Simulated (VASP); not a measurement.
# Ni3Ge (Pm-3m) in VASP: a series of runs

Runs on Ni3Ge. Level: PBEsol. Tasks: single point.

Program: VASP 6.6.1. These are calculated values, not measurements. Logs are shortened: lines on timing, memory, paths and dates and some standing lists are left out, and cuts for length are marked.

## Step 1: The cell of the first run

Symmetry: Pm-3m, No. 221, cubic system. Conventional cell: a = 3.530 Å, b = 3.530 Å, c = 3.530 Å, α = 90.00°, β = 90.00°, γ = 90.00°. Within 3.3 Å of Ni (site symmetry 4/mmm) lie 8 Ni at 2.50 Å and 4 Ge at 2.50 Å. Within 3.3 Å of Ge (site symmetry m-3m) lie 12 Ni at 2.50 Å.

## Step 2: Single point, PBEsol

Input file INCAR:

```
SYSTEM = Ni3Ge
PREC = Accurate
ENCUT = 520
EDIFF = 1E-6
ISMEAR = 0
SIGMA = 0.1
LREAL = .False.
LASPH = .True.
NELM = 100
ALGO = Fast
ISIF = 2
LWAVE = .False.
LCHARG = .True.
GGA = PS
LELF = .True.
LVHAR = .True.
NBANDS = 30
```

Input file KPOINTS:

```
regular mesh
0
Gamma
  14 14 14
  0 0 0
```

Input file POSCAR:

```
Ni3Ge
1.0
    3.5303341067      0.0000000000      0.0000000000
    0.0000000000      3.5303341067      0.0000000000
    0.0000000000      0.0000000000      3.5303341067
Ni Ge
3 1
Direct
    0.5000000000      0.0000000000      0.5000000000
    0.0000000000      0.5000000000      0.5000000000
    0.5000000000      0.5000000000      0.0000000000
    0.0000000000      0.0000000000      0.0000000000
```

Potentials or basis: VASP PAW PBE potentials, release 64 (Ni, Ge_d).

The run is started by

```sh
> cat potpaw_PBE.64/Ni/POTCAR potpaw_PBE.64/Ge_d/POTCAR > POTCAR
> mpirun -np 1 vasp_std > vasp.out
```

OUTCAR:

```text
SYSTEM = Ni3Ge
   PREC = Accurate
   ENCUT = 520
   EDIFF = 1E-6
   ISMEAR = 0
   LREAL = .False.
   LASPH = .True.
   NELM = 100
   ISIF = 2
   GGA = PS

 ion  position               nearest neighbor table
   1  0.500  0.000  0.500-   2 2.50   3 2.50   4 2.50   3 2.50   4 2.50   2 2.50   3 2.50   3 2.50
                             2 2.50   4 2.50   4 2.50   2 2.50
   2  0.000  0.500  0.500-   1 2.50   3 2.50   4 2.50   3 2.50   4 2.50   1 2.50   4 2.50   4 2.50
                             1 2.50   3 2.50   3 2.50   1 2.50
   3  0.500  0.500  0.000-   1 2.50   2 2.50   4 2.50   1 2.50   2 2.50   1 2.50   4 2.50   1 2.50
                             2 2.50   4 2.50   2 2.50   4 2.50
   4  0.000  0.000  0.000-   1 2.50   2 2.50   3 2.50   1 2.50   2 2.50   2 2.50   3 2.50   2 2.50
                             1 2.50   3 2.50   1 2.50   3 2.50

  LATTYP: Found a simple cubic cell.
 ALAT       =     3.5303341067

  Lattice vectors:

 A1 = (   3.5303341067,   0.0000000000,   0.0000000000)
 A2 = (   0.0000000000,   3.5303341067,   0.0000000000)
 A3 = (   0.0000000000,   0.0000000000,   3.5303341067)

Analysis of symmetry for initial positions (statically):
=====================================================================
 Subroutine PRICEL returns:
 Original cell was already a primitive cell.

 Routine SETGRP: Setting up the symmetry group for a
 simple cubic supercell.

 Subroutine GETGRP returns: Found 48 space group operations
 (whereof 48 operations were pure point group operations)
 out of a pool of 48 trial point group operations.

The static configuration has the point symmetry O_h .

Analysis of symmetry for dynamics (positions and initial velocities):
=====================================================================
 Subroutine PRICEL returns:
 Original cell was already a primitive cell.

 Routine SETGRP: Setting up the symmetry group for a
 simple cubic supercell.

 Subroutine GETGRP returns: Found 48 space group operations
 (whereof 48 operations were pure point group operations)
 out of a pool of 48 trial point group operations.

The dynamic configuration has the point symmetry O_h .

 Subroutine INISYM returns: Found 48 space group operations
 (whereof 48 operations are pure point group operations),
 and found     1 'primitive' translations

----------------------------------------------------------------------------------------

                                     Primitive cell

  volume of cell :      43.9995

  direct lattice vectors                    reciprocal lattice vectors
     3.530334107  0.000000000  0.000000000     0.283259309  0.000000000  0.000000000
     0.000000000  3.530334107  0.000000000     0.000000000  0.283259309  0.000000000
     0.000000000  0.000000000  3.530334107     0.000000000  0.000000000  0.283259309

  length of vectors
     3.530334107  3.530334107  3.530334107     0.283259309  0.283259309  0.283259309

  position of ions in fractional coordinates (direct lattice)
     0.500000000  0.000000000  0.500000000
     0.000000000  0.500000000  0.500000000
     0.500000000  0.500000000  0.000000000
     0.000000000  0.000000000  0.000000000

  ion indices of the primitive-cell ions
   primitive index   ion index
                 1           1
                 2           2
                 3           3
                 4           4

----------------------------------------------------------------------------------------

 KPOINTS: regular mesh

Automatic generation of k-mesh.
 Grid dimensions read from file:
 generate k-points for:   14   14   14

 Generating k-lattice:

  Cartesian coordinates                     Fractional coordinates (reciprocal lattice)
     0.020232808  0.000000000  0.000000000     0.071428571  0.000000000  0.000000000
     0.000000000  0.020232808  0.000000000     0.000000000  0.071428571  0.000000000
     0.000000000  0.000000000  0.020232808     0.000000000  0.000000000  0.071428571

  Length of vectors
     0.020232808  0.020232808  0.020232808

  Shift w.r.t. Gamma in fractional coordinates (k-lattice)
     0.000000000  0.000000000  0.000000000

 Subroutine IBZKPT returns following result:
 ===========================================

 Found    120 irreducible k-points:

 Following reciprocal coordinates:
            Coordinates               Weight
  0.000000  0.000000  0.000000      1.000000
  0.071429  0.000000  0.000000      6.000000
  0.142857  0.000000  0.000000      6.000000
  0.214286  0.000000  0.000000      6.000000
  0.285714  0.000000  0.000000      6.000000
  0.357143  0.000000  0.000000      6.000000
[... 16 lines left out ...]
  0.285714  0.214286  0.000000     24.000000
  0.357143  0.214286  0.000000     24.000000
 [... further k-points ...]
   k-points           NKPTS =    120   k-points in BZ     NKDIM =    120   number of bands    NBANDS=     30
   number of dos      NEDOS =    301   number of ions     NIONS =      4
   total plane-waves  NPLWV =  21952
   dimension x,y,z NGX =    28 NGY =   28 NGZ =   28
   dimension x,y,z NGXF=    56 NGYF=   56 NGZF=   56
   ions per type =               3   1
   NGX,Y,Z   is equivalent  to a cutoff of  13.19, 13.19, 13.19 a.u.
   NGXF,Y,Z  is equivalent  to a cutoff of  26.37, 26.37, 26.37 a.u.
 SYSTEM =  Ni3Ge
   PREC   = accura    normal or accurate (medium, high low for compatibility)
   ISTART =      0    job   : 0-new  1-cont  2-samecut
   ICHARG =      2    charge: 1-file 2-atom 10-const
   ISPIN  =      1    spin polarized calculation?
   LNONCOLLINEAR =      F non collinear calculations
   LSORBIT =      F    spin-orbit coupling
   LASPH  =      T    aspherical Exc in radial PAW
   ENCUT  =  520.0 eV  38.22 Ry    6.18 a.u.   6.56  6.56  6.56*2*pi/ulx,y,z
   NELM   =    100;   NELMIN=  2; NELMDL= -5     # of ELM steps
   EDIFF  = 0.1E-05   stopping-criterion for ELM
   LREAL  =      F    real-space projection
   EDIFFG = 0.1E-04   stopping-criterion for IOM
   NSW    =      0    number of steps for IOM
   IBRION =     -1    ionic relax: 0-MD 1-quasi-New 2-CG
   NFREE  =      0    steps in history (QN), initial steepest desc. (CG)
   ISIF   =      2    stress and relaxation
   ISYM   =      2    0-nonsym 1-usesym 2-fastsym
   POTIM  = 0.5000    time-step for ionic-motion
   TEBEG  =    0.0;   TEEND  =   0.0 temperature during run
   PSTRESS=    0.0 pullay stress
   NELECT =      44.0000    total number of electrons
   NUPDOWN=      -1.0000    fix difference up-down
   EMIN   =  10.00;   EMAX   =-10.00  energy-range for DOS
   EFERMI =   0.00;   METHOD = LEGACY
   ISMEAR =     0;   SIGMA  =   0.10  broadening in eV -4-tet -1-fermi 0-gaus
   EFERMI_NEDOS =   21; number of points for ismear=-14 and -15
   IALGO  =     68    algorithm
   IMIX   =      4    mixing-type and parameters
     AMIX     =   0.40;   BMIX     =  1.00
     AMIX_MAG =   1.60;   BMIX_MAG =  1.00
  volume/ion in A,a.u.               =      11.00        74.23
  Fermi-wavevector in a.u.,A,eV,Ry     =   1.637105  3.093680 36.465156  2.680113
  Thomas-Fermi vector in A             =   2.728300
   LORBIT       =      0    0 simple, 1 ext, 2 COOP (PROOUT), +10 PAW based schemes
   GGA     = PS    functional components
   LHFCALC =     F    Hartree Fock is set to
   AEXX    =    0.0000 exact exchange contribution
   IVDW    =     0    specifies the selected vdW correction
   LEPSILON=     F    determine dielectric tensor
   LRPA    =     F    only Hartree local field effects (RPA)
 non-spin polarized calculation
 RMM-DIIS sequential band-by-band and
 Gauss-broadening in eV      SIGMA  =   0.10
  energy-cutoff  :      520.00
  volume of cell :       44.00
 maximum number of plane-waves:      1213
 NGX is ok and might be reduce to    28
   NGX = 13   NGY = 13   NGZ = 13

 number of electron      43.9999972 magnetization

 Free energy of the ion-electron system (eV)
  ---------------------------------------------------
  ext. energy  EPLUGINS =         0.00000000
  ---------------------------------------------------
  free energy    TOTEN  =       -24.74445977 eV

  energy without entropy =      -24.73441933  energy(sigma->0) =      -24.73943955

 E-fermi :  10.1933     XC(G=0): -13.6499

 val. band max:       10.1920366237   @ k =   0.0714   0.0714   0.0000
 cond. band min:      10.2128412790   @ k =   0.4286   0.4286   0.3571
 fundamental gap:      0.0208046553
 Fermi energy:        10.1932846848

 k-point     1 :       0.0000    0.0000    0.0000
  band No.  band energies     occupation
      1     -14.3890      2.00000
      2     -14.3890      2.00000
      3     -14.3743      2.00000
      4     -14.3743      2.00000
      5     -14.3743      2.00000
      6      -2.3621      2.00000
[... 22 lines left out ...]
     29      20.7291      0.00000
     30      20.7292      0.00000

 k-point     2 :       0.0714    0.0000    0.0000
  band No.  band energies     occupation
      1     -14.3888      2.00000
      2     -14.3877      2.00000
      3     -14.3743      2.00000
      4     -14.3743      2.00000
      5     -14.3742      2.00000
      6      -2.3042      2.00000
[... 22 lines left out ...]
     29      20.6050      0.00000
     30      20.6051      0.00000

 k-point     3 :       0.1429    0.0000    0.0000
  band No.  band energies     occupation
      1     -14.3881      2.00000
      2     -14.3839      2.00000
      3     -14.3744      2.00000
      4     -14.3744      2.00000
      5     -14.3740      2.00000
      6      -2.1323      2.00000
[... 22 lines left out ...]
     29      20.1264      0.00000
     30      20.1350      0.00000

 k-point     4 :       0.2143    0.0000    0.0000
  band No.  band energies     occupation
      1     -14.3872      2.00000
      2     -14.3785      2.00000
      3     -14.3745      2.00000
      4     -14.3745      2.00000
      5     -14.3738      2.00000
      6      -1.8536      2.00000
[... 22 lines left out ...]
     29      19.2811      0.00000
     30      20.1208      0.00000

 k-point     5 :       0.2857    0.0000    0.0000
  band No.  band energies     occupation
      1     -14.3862      2.00000
      2     -14.3746      2.00000
      3     -14.3746      2.00000
      4     -14.3735      2.00000
      5     -14.3726      2.00000
      6      -1.4837      2.00000
[... 22 lines left out ...]
     29      18.4655      0.00000
     30      21.4038      0.00000
[... 526 lines left out ...]
     29      18.8962      0.00000
     30      21.9034      0.00000

 k-point    22 :       0.2143    0.2143    0.0000
  band No.  band energies     occupation
      1     -14.3822      2.00000
      2     -14.3761      2.00000
      3     -14.3742      2.00000
      4     -14.3739      2.00000
      5     -14.3725      2.00000
      6      -1.3662      2.00000
[... 22 lines left out ...]
     29      19.5358      0.00000
     30      20.9389      0.00000

 k-point    23 :       0.2857    0.2143    0.0000
  band No.  band energies     occupation
      1     -14.3810      2.00000
      2     -14.3769      2.00000
      3     -14.3743      2.00000
      4     -14.3738      2.00000
      5     -14.3675      2.00000
      6      -1.0146      2.00000
[... 22 lines left out ...]
     29      20.0011      0.00000
     30      20.9126      0.00000

 k-point    24 :       0.3571    0.2143    0.0000
  band No.  band energies     occupation
      1     -14.3802      2.00000
      2     -14.3777      2.00000
      3     -14.3745      2.00000
      4     -14.3737      2.00000
      5     -14.3626      2.00000
      6      -0.6149      2.00000
[... 22 lines left out ...]
     29      19.7800      0.00000
     30      21.3281      0.00000

 [... further k-points ...]

------------------------ aborting loop because EDIFF is reached ----------------------------------------

  FORCE on cell =-STRESS in cart. coord.  units (eV):
  Direction    XX          YY          ZZ          XY          YZ          ZX
  --------------------------------------------------------------------------------------
  -------------------------------------------------------------------------------------
  Total       -0.1938359     -0.1938359     -0.1938359     -0.0000000      0.0000000     -0.0000000
  in kB       -7.0582549     -7.0582549     -7.0582549     -0.0000000      0.0000000     -0.0000000
  external PRESSURE =      -7.0582549 kB  Pullay stress =       0.0000000 kB

 VOLUME and BASIS-vectors are now :
 -----------------------------------------------------------------------------
  energy-cutoff  :      520.00
  volume of cell :       44.00
      direct lattice vectors                 reciprocal lattice vectors
     3.530334107  0.000000000  0.000000000     0.283259309  0.000000000  0.000000000
     0.000000000  3.530334107  0.000000000     0.000000000  0.283259309  0.000000000
     0.000000000  0.000000000  3.530334107     0.000000000  0.000000000  0.283259309

 POSITION                                       TOTAL-FORCE (eV/Angst)
 -----------------------------------------------------------------------------------
      1.76517      0.00000      1.76517         0.000000      0.000000      0.000000
      0.00000      1.76517      1.76517         0.000000      0.000000      0.000000
      1.76517      1.76517      0.00000         0.000000      0.000000      0.000000
      0.00000      0.00000      0.00000         0.000000      0.000000      0.000000
 -----------------------------------------------------------------------------------
    total drift:                                0.000000      0.000000      0.000000

  FREE ENERGIE OF THE ION-ELECTRON SYSTEM (eV)
  ---------------------------------------------------
  free  energy   TOTEN  =       -24.7444597660 eV

  energy  without entropy=      -24.7344193288  energy(sigma->0) =      -24.73943955
```

Wall time 78 s (1 thread of Intel Xeon 6975P-C (Granite Rapids), shared host); peak memory 0.25 GiB.

Results:

```yaml
Free_energy: -24.7445 eV
Pressure: -0.7 GPa
Band_gap_on_the_k_mesh: zero (band 22 reaches 10.22 eV, above the bottom of band 23 at 9.99 eV)
```

Caveat: the PAW data sets were made with another functional, which shifts forces and pressure a little. Spin polarisation is off, so any magnetic state and its effect on volume and gap are missing.

## Step 3: Single point, PBEsol

Input file INCAR:

```
SYSTEM = Ni3Ge
PREC     = Accurate       ! precision mode
ENCUT    = 520            ! plane-wave cutoff, eV
EDIFF    = 1E-6           ! SCF threshold, eV
ISMEAR   = 1              ! smearing method
SIGMA    = 0.3            ! smearing width, eV
LREAL    = .False.        ! projectors in reciprocal space
LASPH    = .True.         ! aspherical terms in the spheres
NELM     = 60             ! most SCF steps
ALGO     = Fast           ! electronic algorithm
ISIF     = 2              ! what is computed and relaxed
LWAVE    = .False.        ! write WAVECAR
LCHARG   = .True.         ! write CHGCAR
GGA      = PS             ! functional
LELF     = .True.         ! ELF
LVHAR    = .True.       
NBANDS   = 30             ! bands
```

Input file KPOINTS:

```
Automatic mesh
0
Gamma
  12 12 12
  0 0 0
```

POSCAR is that of step 2.

Potentials or basis: VASP PAW PBE potentials, release 64 (Ni, Ge_d).

The run is started by

```sh
> cat potpaw_PBE.64/Ni/POTCAR potpaw_PBE.64/Ge_d/POTCAR > POTCAR
> mpirun -np 1 vasp_std > vasp.out
```

OUTCAR:

```text
SYSTEM = Ni3Ge
   PREC = Accurate
   ENCUT = 520
   EDIFF = 1E-6
   ISMEAR = 1
   LREAL = .False.
   LASPH = .True.
   NELM = 60
   ISIF = 2
   GGA = PS

 ion  position               nearest neighbor table
   1  0.500  0.000  0.500-   2 2.50   3 2.50   4 2.50   3 2.50   4 2.50   2 2.50   3 2.50   3 2.50
                             2 2.50   4 2.50   4 2.50   2 2.50
   2  0.000  0.500  0.500-   1 2.50   3 2.50   4 2.50   3 2.50   4 2.50   1 2.50   4 2.50   4 2.50
                             1 2.50   3 2.50   3 2.50   1 2.50
   3  0.500  0.500  0.000-   1 2.50   2 2.50   4 2.50   1 2.50   2 2.50   1 2.50   4 2.50   1 2.50
                             2 2.50   4 2.50   2 2.50   4 2.50
   4  0.000  0.000  0.000-   1 2.50   2 2.50   3 2.50   1 2.50   2 2.50   2 2.50   3 2.50   2 2.50
                             1 2.50   3 2.50   1 2.50   3 2.50

  LATTYP: Found a simple cubic cell.
 ALAT       =     3.5303341067

  Lattice vectors:

 A1 = (   3.5303341067,   0.0000000000,   0.0000000000)
 A2 = (   0.0000000000,   3.5303341067,   0.0000000000)
 A3 = (   0.0000000000,   0.0000000000,   3.5303341067)

Analysis of symmetry for initial positions (statically):
=====================================================================
 Subroutine PRICEL returns:
 Original cell was already a primitive cell.
[... 180 lines left out ...]
 fundamental gap:      0.0360232709
 Fermi energy:        10.2064066240

 k-point     1 :       0.0000    0.0000    0.0000
  band No.  band energies     occupation
      1     -14.3879      2.00000
      2     -14.3879      2.00000
      3     -14.3731      2.00000
      4     -14.3731      2.00000
      5     -14.3731      2.00000
      6      -2.3617      2.00000
[... 781 lines left out ...]
     29      20.0565      0.00000
     30      21.1052      0.00000

 [... further k-points ...]

------------------------ aborting loop because EDIFF is reached ----------------------------------------

  FORCE on cell =-STRESS in cart. coord.  units (eV):
  Direction    XX          YY          ZZ          XY          YZ          ZX
  --------------------------------------------------------------------------------------
  -------------------------------------------------------------------------------------
  Total       -0.2186245     -0.2186245     -0.2186245     -0.0000000     -0.0000000      0.0000000
  in kB       -7.9608957     -7.9608957     -7.9608957     -0.0000000     -0.0000000      0.0000000
  external PRESSURE =      -7.9608957 kB  Pullay stress =       0.0000000 kB

 VOLUME and BASIS-vectors are now :
 -----------------------------------------------------------------------------
  energy-cutoff  :      520.00
  volume of cell :       44.00
      direct lattice vectors                 reciprocal lattice vectors
     3.530334107  0.000000000  0.000000000     0.283259309  0.000000000  0.000000000
     0.000000000  3.530334107  0.000000000     0.000000000  0.283259309  0.000000000
     0.000000000  0.000000000  3.530334107     0.000000000  0.000000000  0.283259309

 POSITION                                       TOTAL-FORCE (eV/Angst)
 -----------------------------------------------------------------------------------
      1.76517      0.00000      1.76517         0.000000      0.000000      0.000000
      0.00000      1.76517      1.76517         0.000000      0.000000      0.000000
      1.76517      1.76517      0.00000         0.000000      0.000000      0.000000
      0.00000      0.00000      0.00000         0.000000      0.000000      0.000000
 -----------------------------------------------------------------------------------
    total drift:                                0.000000      0.000000      0.000000

  FREE ENERGIE OF THE ION-ELECTRON SYSTEM (eV)
  ---------------------------------------------------
  free  energy   TOTEN  =       -24.7345807130 eV

  energy  without entropy=      -24.7509682638  energy(sigma->0) =      -24.74004323
```

stdout:

```text
POSCAR found type information on POSCAR NiGe
 POSCAR found :  2 types and       4 ions
 scaLAPACK will be used
 -----------------------------------------------------------------------------
|                                                                             |
|                                                                             |
|     You enforced a specific xc type in the INCAR file but a different       |
|     I HOPE YOU KNOW WHAT YOU ARE DOING!                                     |
|                                                                             |
 -----------------------------------------------------------------------------

 LDA part: xc-table for (Slater+PW92), standard interpolation
 POSCAR, INCAR and KPOINTS ok, starting setup
 FFT: planning ... GRIDC
 FFT: planning ... GRID_SOFT
 FFT: planning ... GRID
 WAVECAR not read
 entering main loop
WARNING in EDDRMM: call to ZHEGV failed, returncode =   6  3     11
```

Run time: 2.7 min. Hardware: 1 thread of Intel Xeon Platinum 8259CL at 2.50GHz (Skylake/Cascade Lake), shared host; peak memory 0.22 GiB.

Results:

* Free energy: -24.7346 eV
* Pressure: -0.8 GPa
* Band gap on the k mesh: zero (band 22 reaches 10.22 eV, above the bottom of band 23 at 9.99 eV)

Caveat: the PAW data sets were made with another functional, which shifts forces and pressure a little. Spin polarisation is off, so any magnetic state and its effect on volume and gap are missing.

(Continued in part 2 of 2.)
